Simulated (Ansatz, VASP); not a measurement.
# Two plane-wave programs on InB2As3

The input INCAR:

```
PREC = Accurate ; ENCUT = 520
EDIFF = 1E-6 ; ISMEAR = 0
SIGMA = 0.1 ; LREAL = False
LASPH = True ; NELM = 100
ALGO = Normal ; ISIF = 2
LWAVE = False ; LCHARG = True
GGA = PE ; LELF = True
LVHAR = True ; NBANDS = 26
```

KPOINTS

```
Automatic mesh
0
Gamma
  6 6 4
```

POSCAR

```
InB2As3
1.0
    4.2973258600      0.0000000000      0.0000000000
   -2.1486629300      3.7215933600      0.0000000000
    0.0000000000      0.0000000000      7.2415552800
In B As
1 2 3
Direct
    0.0000000000      0.0000000000      0.5000000000
    0.3333333300      0.6666666700      0.2726259700
    0.6666666700      0.3333333300      0.7273740300
    0.0000000000      0.0000000000      0.0000000000
    0.0000000000      0.0000000000      0.7329366000
    0.0000000000      0.0000000000      0.2670634000
```

Input for Ansatz:

```yaml
crystal:
  lattice:
    - [4.29732586, 0.0, 0.0]
    - [-2.14866293, 3.72159336, 0.0]
    - [0.0, 0.0, 7.24155528]
  atoms:
    - { symbol: In, position: [0.0, 0.0, 0.5] }
    - { symbol: B, position: [0.33333333, 0.66666667, 0.27262597] }
    - { symbol: B, position: [0.66666667, 0.33333333, 0.72737403] }
    - { symbol: As, position: [0.0, 0.0, 0.0] }
    - { symbol: As, position: [0.0, 0.0, 0.7329366] }
    - { symbol: As, position: [0.0, 0.0, 0.2670634] }
basis:
  ecutwfc: 420
kpoints:
  mp_grid: { grid: [6, 6, 4] }
hamiltonian:
  xc: pbe
scf:
  occupations: { method: gaussian, width: 0.1 }
  lower_state_search: "off"
output:
  forces: true
  stress: true
  eigenvalues: true
```

Alike in both runs: task single point; functional PBE; k mesh 6 × 6 × 4; occupations gaussian, width 0.1 eV; no spin polarisation.

|  | VASP | Ansatz |
| --- | --- | --- |
| version | VASP 6.6.1 | Ansatz 0.2.0 |
| potentials or method | VASP PAW PBE potentials, release 64 (In_d, B, As), cutoff 520 eV | scalar-relativistic, plane waves, PAW |
| valence electrons in the cell | 34 | 64 |

|  | VASP | Ansatz | Ansatz less VASP |
| --- | --- | --- | --- |
| gap on the k mesh at the Fermi level (eV) | none | none | - |
| rms of the force components (eV/Å) | 11.874 | 11.886 | +0.0120 |

Atom by atom the forces differ by 0.013 eV/Å (rms over components). A gap of «none» marks a metal or a gap that the smearing closes. The functional is the same, so the differences come from potentials, cutoffs and numerics. VASP's potentials hold 34 valence electrons a cell and Ansatz's 64, so a difference there can come from the potentials and not from the codes.
